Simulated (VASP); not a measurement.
# Bi4Te3 (R-3m) in VASP: a series of runs

The runs below take Bi4Te3 through single point, with PBE, LDA.

Program: VASP 6.6.1. These are calculated values, not measurements. Logs are shortened: lines on timing, memory, paths and dates and some standing lists are left out, and cuts for length are marked.

## 1. The cell of the first run

The structure is trigonal, space group R-3m (No. 166). Conventional cell: a = 4.450 Å, b = 4.450 Å, c = 42.647 Å, α = 90.00°, β = 90.00°, γ = 120.00°. Bi (site symmetry 3m) has 6 Te at 3.08 to 3.26 Å within 4.0 Å. Bi (site symmetry 3m) has 3 Bi at 3.05 Å and 3 Te at 3.65 Å within 4.0 Å. Within 4.6 Å of Te (site symmetry -3m) lie 6 Bi at 3.26 Å and 12 Te at 4.45 to 4.50 Å. Te (site symmetry 3m) has 6 Bi at 3.08 to 3.65 Å within 4.0 Å.

## 2. Single point, PBE

Input file INCAR:

```
SYSTEM = Bi4Te3
PREC = Accurate
ENCUT = 520
EDIFF = 1E-7
ISMEAR = -1
SIGMA = 0.02
LREAL = .FALSE.
LASPH = .TRUE.
NELM = 100
ALGO = Normal
ISIF = 2
LWAVE = .FALSE.
LCHARG = .FALSE.
GGA = PE
NBANDS = 48
```

Input file KPOINTS:

```
Automatic mesh
0
G
  6 6 6
  0 0 0
```

Input file POSCAR:

```
Bi4Te3
1.0
    2.2251310244      1.2846799959     14.2155053097
   -2.2251310244      1.2846799959     14.2155053097
    0.0000000000     -2.5693599918     14.2155053097
Bi Te
4 3
Direct
    0.7136620685      0.7136620685      0.7136620685
    0.2863379315      0.2863379315      0.2863379315
    0.1474204410      0.1474204410      0.1474204410
    0.8525795590      0.8525795590      0.8525795590
    0.0000000000      0.0000000000      0.0000000000
    0.4200242998      0.4200242998      0.4200242998
    0.5799757002      0.5799757002      0.5799757002
```

Potentials or basis: VASP PAW PBE potentials, release 64 (Bi_d, Te).

Run with:

```console
$ cat potpaw_PBE.64/Bi_d/POTCAR potpaw_PBE.64/Te/POTCAR > POTCAR
$ mpirun -np 1 vasp_std > vasp.out
```

OUTCAR:

```text
SYSTEM = Bi4Te3
   PREC = Accurate
   ENCUT = 520
   EDIFF = 1E-7
   ISMEAR = -1
   LREAL = .FALSE.
   LASPH = .TRUE.
   NELM = 100
   ISIF = 2
   GGA = PE

 ion  position               nearest neighbor table
   1  0.714  0.714  0.714-   6 3.08   6 3.08   6 3.08   5 3.26   5 3.26   5 3.26
   2  0.286  0.286  0.286-   7 3.08   7 3.08   7 3.08   5 3.26   5 3.26   5 3.26
   3  0.147  0.147  0.147-   4 3.05   4 3.05   4 3.05   6 3.65   6 3.65   6 3.65
   4  0.853  0.853  0.853-   3 3.05   3 3.05   3 3.05   7 3.65   7 3.65   7 3.65
   5  0.000  0.000  0.000-   1 3.26   2 3.26   1 3.26   1 3.26   2 3.26   2 3.26
   6  0.420  0.420  0.420-   1 3.08   1 3.08   1 3.08   3 3.65   3 3.65   3 3.65
   7  0.580  0.580  0.580-   2 3.08   2 3.08   2 3.08   4 3.65   4 3.65   4 3.65

  LATTYP: Found a trigonal (rhomboedric) cell.
 ALAT       =    14.4458368390
 COS(alpha) =     0.9525478644

  Lattice vectors:

 A1 = (   2.2251310244,   1.2846799959,  14.2155053097)
 A2 = (  -2.2251310244,   1.2846799959,  14.2155053097)
 A3 = (   0.0000000000,  -2.5693599918,  14.2155053097)

Analysis of symmetry for initial positions (statically):
=====================================================================
 Subroutine PRICEL returns:
 Original cell was already a primitive cell.

 Routine SETGRP: Setting up the symmetry group for a
 trigonal (rhombohedral) supercell.

 Subroutine GETGRP returns: Found 12 space group operations
 (whereof 12 operations were pure point group operations)
 out of a pool of 12 trial point group operations.

The static configuration has the point symmetry D_3d.

Analysis of symmetry for dynamics (positions and initial velocities):
=====================================================================
 Subroutine PRICEL returns:
 Original cell was already a primitive cell.

 Routine SETGRP: Setting up the symmetry group for a
 trigonal (rhombohedral) supercell.

 Subroutine GETGRP returns: Found 12 space group operations
 (whereof 12 operations were pure point group operations)
 out of a pool of 12 trial point group operations.

The dynamic configuration has the point symmetry D_3d.

 Subroutine INISYM returns: Found 12 space group operations
 (whereof 12 operations are pure point group operations),
 and found     1 'primitive' translations

----------------------------------------------------------------------------------------

                                     Primitive cell

  volume of cell :     243.8171

[... 101 lines left out ...]
   NSW    =      0    number of steps for IOM
   IBRION =     -1    ionic relax: 0-MD 1-quasi-New 2-CG
   NFREE  =      0    steps in history (QN), initial steepest desc. (CG)
   ISIF   =      2    stress and relaxation
   ISYM   =      2    0-nonsym 1-usesym 2-fastsym
   POTIM  = 0.5000    time-step for ionic-motion
   TEBEG  =    0.0;   TEEND  =   0.0 temperature during run
   PSTRESS=    0.0 pullay stress
   NELECT =      78.0000    total number of electrons
   NUPDOWN=      -1.0000    fix difference up-down
   EMIN   =  10.00;   EMAX   =-10.00  energy-range for DOS
   EFERMI =   0.00;   METHOD = LEGACY
   ISMEAR =    -1;   SIGMA  =   0.02  broadening in eV -4-tet -1-fermi 0-gaus
   EFERMI_NEDOS =   21; number of points for ismear=-14 and -15
   IALGO  =     38    algorithm
   IMIX   =      4    mixing-type and parameters
     AMIX     =   0.40;   BMIX     =  1.00
     AMIX_MAG =   1.60;   BMIX_MAG =  1.00
  volume/ion in A,a.u.               =      34.83       235.05
  Fermi-wavevector in a.u.,A,eV,Ry     =   1.119657  2.115845 17.056696  1.253632
  Thomas-Fermi vector in A             =   2.256298
   LORBIT       =      0    0 simple, 1 ext, 2 COOP (PROOUT), +10 PAW based schemes
   GGA     = PE    functional components
   LHFCALC =     F    Hartree Fock is set to
   AEXX    =    0.0000 exact exchange contribution
   IVDW    =     0    specifies the selected vdW correction
   LEPSILON=     F    determine dielectric tensor
   LRPA    =     F    only Hartree local field effects (RPA)
 non-spin polarized calculation
  energy-cutoff  :      520.00
  volume of cell :      243.82
 maximum number of plane-waves:      6590
   NGX = 53   NGY = 53   NGZ = 53

 number of electron      78.0000000 magnetization

 Free energy of the ion-electron system (eV)
  ---------------------------------------------------
  ext. energy  EPLUGINS =         0.00000000
  ---------------------------------------------------
  free energy    TOTEN  =       -26.15968714 eV

  energy without entropy =      -26.15958725  energy(sigma->0) =      -26.15963719

 E-fermi :   6.3388     XC(G=0):  -9.3029

 val. band max:        6.2412078772   @ k =   0.3333   0.1667   0.1667
 cond. band min:       6.4272518687   @ k =   0.5000   0.5000   0.0000
 fundamental gap:      0.1860439916
 Fermi energy:         6.3387851948

 k-point     1 :       0.0000    0.0000    0.0000
  band No.  band energies     occupation
      1     -17.2464      2.00000
      2     -17.2464      2.00000
      3     -17.2451      2.00000
      4     -17.2451      2.00000
      5     -17.2309      2.00000
      6     -17.2305      2.00000
[... 1213 lines left out ...]
     47       9.7692      0.00000
     48      10.0890      0.00000

 [... further k-points ...]

------------------------ aborting loop because EDIFF is reached ----------------------------------------

  FORCE on cell =-STRESS in cart. coord.  units (eV):
  Direction    XX          YY          ZZ          XY          YZ          ZX
  --------------------------------------------------------------------------------------
  -------------------------------------------------------------------------------------
  Total        2.4882522      2.4882522      2.1072765     -0.0000000     -0.0000000      0.0000000
  in kB       16.3508703     16.3508703     13.8473929     -0.0000000     -0.0000000      0.0000000
  external PRESSURE =      15.5163778 kB  Pullay stress =       0.0000000 kB

 VOLUME and BASIS-vectors are now :
 -----------------------------------------------------------------------------
  energy-cutoff  :      520.00
  volume of cell :      243.82
      direct lattice vectors                 reciprocal lattice vectors
     2.225131024  1.284679996 14.215505310     0.224705869  0.129733994  0.023448574
    -2.225131024  1.284679996 14.215505310    -0.224705869  0.129733994  0.023448574
     0.000000000 -2.569359992 14.215505310     0.000000000 -0.259467988  0.023448574

 POSITION                                       TOTAL-FORCE (eV/Angst)
 -----------------------------------------------------------------------------------
      0.00000      0.00000     30.43520         0.000000      0.000000     -0.075106
      0.00000      0.00000     12.21132         0.000000      0.000000      0.075106
      0.00000      0.00000      6.28697         0.000000     -0.000000     -0.230216
      0.00000      0.00000     36.35955         0.000000     -0.000000      0.230216
      0.00000      0.00000      0.00000         0.000000      0.000000      0.000000
      0.00000      0.00000     17.91257         0.000000     -0.000000      0.171742
      0.00000      0.00000     24.73394         0.000000      0.000000     -0.171742
 -----------------------------------------------------------------------------------
    total drift:                               -0.000000     -0.000000      0.000000

  FREE ENERGIE OF THE ION-ELECTRON SYSTEM (eV)
  ---------------------------------------------------
  free  energy   TOTEN  =       -26.1596871392 eV

  energy  without entropy=      -26.1595872503  energy(sigma->0) =      -26.15963719
```

OSZICAR:

```text
N       E                     dE             d eps       ncg     rms          rms(c)
DAV:   1     0.832993204706E+03    0.83299E+03   -0.36848E+04  3072   0.168E+03
DAV:   2     0.779215172973E+02   -0.75507E+03   -0.73544E+03  3088   0.459E+02
DAV:   3    -0.210576922029E+02   -0.98979E+02   -0.95335E+02  3808   0.181E+02
DAV:   4    -0.262140569405E+02   -0.51564E+01   -0.51099E+01  3528   0.421E+01
DAV:   5    -0.264675221440E+02   -0.25347E+00   -0.25337E+00  4360   0.928E+00    0.760E+00
DAV:   6    -0.261501796684E+02    0.31734E+00   -0.79320E-01  3696   0.607E+00    0.581E+00
DAV:   7    -0.261588931100E+02   -0.87134E-02   -0.33719E-01  3352   0.263E+00    0.180E+00
DAV:   8    -0.261608104407E+02   -0.19173E-02   -0.89303E-02  3520   0.120E+00    0.506E-01
DAV:   9    -0.261592001268E+02    0.16103E-02   -0.96575E-03  3576   0.511E-01    0.384E-01
DAV:  10    -0.261596748761E+02   -0.47475E-03   -0.48635E-03  3424   0.312E-01    0.995E-02
DAV:  11    -0.261596590631E+02    0.15813E-04   -0.78006E-04  3496   0.132E-01    0.467E-02
DAV:  12    -0.261596784212E+02   -0.19358E-04   -0.10495E-04  3896   0.466E-02    0.217E-02
DAV:  13    -0.261596869994E+02   -0.85782E-05   -0.24431E-05  3576   0.223E-02    0.640E-03
DAV:  14    -0.261596875933E+02   -0.59390E-06   -0.23585E-06  4064   0.760E-03    0.437E-03
DAV:  15    -0.261596874080E+02    0.18527E-06   -0.34917E-07  2736   0.273E-03    0.246E-03
DAV:  16    -0.261596872379E+02    0.17016E-06   -0.66940E-08  1880   0.191E-03    0.703E-04
DAV:  17    -0.261596871392E+02    0.98658E-07   -0.44245E-08  1704   0.955E-04
   1 F= -.26159687E+02 E0= -.26159637E+02  d E =-.998889E-04
```

Run time: 61 min. Hardware: 1 thread of AMD EPYC 9R45 (Zen 5), shared host; peak memory 1.9 GiB.

Results:

```yaml
Free_energy: -26.1597 eV
Pressure: 1.6 GPa
Largest_force: 0.230 eV/Å
Band_gap_on_the_k_mesh: 0.19 eV (least direct gap 0.25 eV)
```

Forces in eV/Å, atoms in the order of the input:
```
Bi   0.000  0.000 -0.075
Bi   0.000  0.000  0.075
Bi   0.000  0.000 -0.230
Bi   0.000  0.000  0.230
Te   0.000  0.000  0.000
Te   0.000  0.000  0.172
Te   0.000  0.000 -0.172
```

Caveat: spin-orbit coupling is left out, which moves the levels of the heavy elements.

## 3. Single point, LDA

Input file INCAR:

```
  PREC = Accurate
  ENCUT = 520
  EDIFF = 1E-6
  ISMEAR = -1
  SIGMA = 0.02
  LREAL = F
  LASPH = T
  NELM = 100
  ALGO = Normal
  ISIF = 2
  LWAVE = F
  LCHARG = F
  NBANDS = 48
```

Input file KPOINTS:

```
Automatic mesh
0
Gamma
  6 6 6
```

POSCAR is that of step 2.

Potentials or basis: VASP PAW LDA potentials, release 64 (Bi_d, Te).

Run with:

```console
$ cat potpaw_LDA.64/Bi_d/POTCAR potpaw_LDA.64/Te/POTCAR > POTCAR
$ mpirun -np 1 vasp_std > vasp.out
```

Run time: 51 min. Hardware: 1 thread of AMD EPYC 9R45 (Zen 5), shared host; peak memory 1.4 GiB.

It converged, with:

| Item | Value |
| --- | --- |
| Free energy | -30.6843 eV |
| Pressure | -1.9 GPa |
| Largest force | 0.042 eV/Å |
| Band gap on the k mesh | 0.15 eV (least direct gap 0.21 eV) |

Forces in eV/Å, atoms in the order of the input:
```
Bi   0.000  0.000 -0.038
Bi   0.000  0.000  0.038
Bi   0.000  0.000 -0.042
Bi   0.000  0.000  0.042
Te   0.000  0.000  0.000
Te   0.000  0.000  0.038
Te   0.000  0.000 -0.038
```

Stress tensor (GPa, compression positive):
```
-1.77  0.00  0.00
 0.00 -1.77  0.00
 0.00  0.00 -2.17
```

Levels at points of the mesh, in eV from the valence-band top:
| k point | band 37 | band 38 | band 39 | band 40 | band 41 | band 42 |
| --- | --- | --- | --- | --- | --- | --- |
| (0.00, 0.00, 0.00) | -0.55 | -0.55 | -0.35 | 0.55 | 0.55 | 0.85 |
| (0.50, 0.00, 0.00) | -1.60 | -1.26 | -1.25 | 0.68 | 1.02 | 1.33 |
| (0.50, 0.50, 0.00) | -2.11 | -1.17 | -0.51 | 0.15 | 0.91 | 1.79 |
| (0.50, 0.50, 0.50) | -0.48 | -0.48 | -0.28 | 0.37 | 0.37 | 0.49 |

Caveat: spin-orbit coupling is left out, which moves the levels of the heavy elements. A k mesh can miss the band edges.
